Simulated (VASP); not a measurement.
Set up this calculation in VASP 6.6.1, as the native input.

```yaml
Task: single point
Functional: PBE
Dispersion: D3(BJ)
Potentials_or_basis: VASP PAW PBE potentials, release 64 (Mo_sv, S)
Cutoff: 520 eV
k_mesh: 2 × 2 × 2, shifted
Occupations: gaussian, width 0.01 eV
Spin: no spin polarisation
Dipole_correction: no
Further_INCAR_settings: LREAL = Auto; ALGO = Normal; EDIFF = 1e-06; NBANDS = 180
```

The structure of MoS2 lies in POSCAR:

```
MoS2
1.0
    3.1494702786      5.4550425393     -6.6451646516
    3.1494702785     -5.4550425393     -6.6451646516
   -6.2989405570      0.0000000001     -6.6451646516
Mo S
12 24
Direct
    0.5000000000      0.5000000000      0.0000000000
    0.1666666667      0.1666666667      0.6666666667
    0.3333333333      0.8333333333      0.8333333333
    0.3333333333      0.3333333333      0.3333333333
    0.8333333333      0.3333333333      0.8333333333
    0.5000000000      1.0000000000      0.5000000000
    0.1666666667      0.6666666667      0.1666666667
    0.0000000000      1.0000000000      0.0000000000
    0.6666666667      0.6666666667      0.6666666667
    0.0000000000      0.5000000000      0.5000000000
    0.6666666667      0.1666666667      0.1666666667
    0.8333333333      0.8333333333      0.3333333333
    0.4214068283      0.5880734950      0.7547401616
    0.0880734950      0.2547401616      0.4214068283
    0.2547401616      0.9214068283      0.5880734950
    0.2547401616      0.4214068283      0.0880734950
    0.7547401616      0.4214068283      0.5880734950
    0.4214068283      0.0880734950      0.2547401616
    0.0880734950      0.7547401616      0.9214068283
    0.9214068283      0.0880734950      0.7547401616
    0.5880734950      0.7547401616      0.4214068283
    0.9214068283      0.5880734950      0.2547401616
    0.5880734950      0.2547401616      0.9214068283
    0.7547401616      0.9214068283      0.0880734950
    0.2452598384      0.4119265050      0.5785931717
    0.9119265050      0.0785931717      0.2452598384
    0.0785931717      0.7452598384      0.4119265050
    0.0785931717      0.2452598384      0.9119265050
    0.5785931717      0.2452598384      0.4119265050
    0.2452598384      0.9119265050      0.0785931717
    0.9119265050      0.5785931717      0.7452598384
    0.7452598384      0.9119265050      0.5785931717
    0.4119265050      0.5785931717      0.2452598384
    0.7452598384      0.4119265050      0.0785931717
    0.4119265050      0.0785931717      0.7452598384
    0.5785931717      0.7452598384      0.9119265050
```

The input as run:

INCAR

```
PREC = Accurate
ENCUT = 520
EDIFF = 1E-6
ISMEAR = 0
SIGMA = 0.01
LREAL = Auto
LASPH = T
NELM = 80
ALGO = Normal
ISIF = 2
LWAVE = F
LCHARG = T
GGA = PE
IVDW = 12
LELF = T
LVHAR = T
NBANDS = 180
```

KPOINTS

```
Automatic mesh
0
Gamma
  2 2 2
  0.5 0.5 0.5
```

Potentials or basis: VASP PAW PBE potentials, release 64 (Mo_sv, S).

Launch:

```bash
$ cat potpaw_PBE.64/Mo_sv/POTCAR potpaw_PBE.64/S/POTCAR > POTCAR
$ mpirun -np 1 vasp_std > vasp.out
```

It gave:

The pressure is -0.1 GPa. The largest force is 0.008 eV/Å and the band gap on the k mesh is 1.55 eV. The dispersion energy per atom is -0.398 eV.

Caveat: a shifted mesh leaves out Γ, where band edges can lie.

Wall time 17 min on 1 thread of Oxide Virtual Turin-like Processor, on a shared host, peak memory 0.71 GiB.
